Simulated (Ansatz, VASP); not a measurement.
# Si2W in VASP and in Ansatz

File INCAR:

```
ALGO = Normal ; EDIFF = 1E-7
ENCUT = 520 ; GGA = PE
ISIF = 2 ; ISMEAR = 0
LASPH = True ; LCHARG = True
LELF = True ; LREAL = False
LVHAR = True ; LWAVE = False
NBANDS = 18 ; NELM = 60
PREC = Accurate ; SIGMA = 0.15
```

File KPOINTS:

```
k-points
0
Gamma
  18 18 18
```

The input POSCAR:

```
Si2W
1.0
   -1.6146459823      1.6146459823      3.9336145459
    1.6146459823     -1.6146459823      3.9336145459
    1.6146459823      1.6146459823     -3.9336145459
Si W
2 1
Direct
    0.3027953053      0.3027953053      0.0000000000
    0.6972046947      0.6972046947      0.0000000000
    0.0000000000      0.0000000000      0.0000000000
```

Input for Ansatz:

```yaml
crystal:
  lattice:
    - [-1.6146459823, 1.6146459823, 3.9336145459]
    - [1.6146459823, -1.6146459823, 3.9336145459]
    - [1.6146459823, 1.6146459823, -3.9336145459]
  atoms:
    - { symbol: Si, position: [0.3027953053, 0.3027953053, 0.0] }
    - { symbol: Si, position: [0.6972046947, 0.6972046947, 0.0] }
    - { symbol: W, position: [0.0, 0.0, 0.0] }
basis:
  ecutwfc: 420
kpoints:
  mp_grid: { grid: [18, 18, 18] }
hamiltonian:
  xc: pbe
  pseudopotentials: { kind: paw, azcp: { folder: soft_1 } }
scf:
  occupations: { method: gaussian, width: 0.15 }
output:
  forces: true
  stress: true
  eigenvalues: true
```

Alike in both runs: task single point; functional PBE; k mesh 18 × 18 × 18; occupations gaussian, width 0.15 eV; no spin polarisation.

```csv
,VASP,Ansatz
version,VASP 6.6.1,Ansatz 0.2.0
potentials or method,"VASP PAW PBE potentials, release 64 (Si, W_sv), cutoff 520 eV","scalar-relativistic, plane waves, PAW"
valence electrons in the cell,22,22
```

```csv
,VASP,Ansatz,Ansatz less VASP
gap on the k mesh at the Fermi level (eV),none,none,-
pressure (GPa),6.7,6.7,+0.01
"traceless stress, the component that is largest in VASP (GPa)",10.82,10.80,-0.020
rms of the force components (eV/Å),2.018,2.021,+0.0026
```

Atom by atom the forces differ by 0.003 eV/Å (rms over components). A gap of «none» marks a metal or a gap that the smearing closes. The functional is the same, so the differences come from potentials, cutoffs and numerics.

Spin-orbit coupling is off throughout.
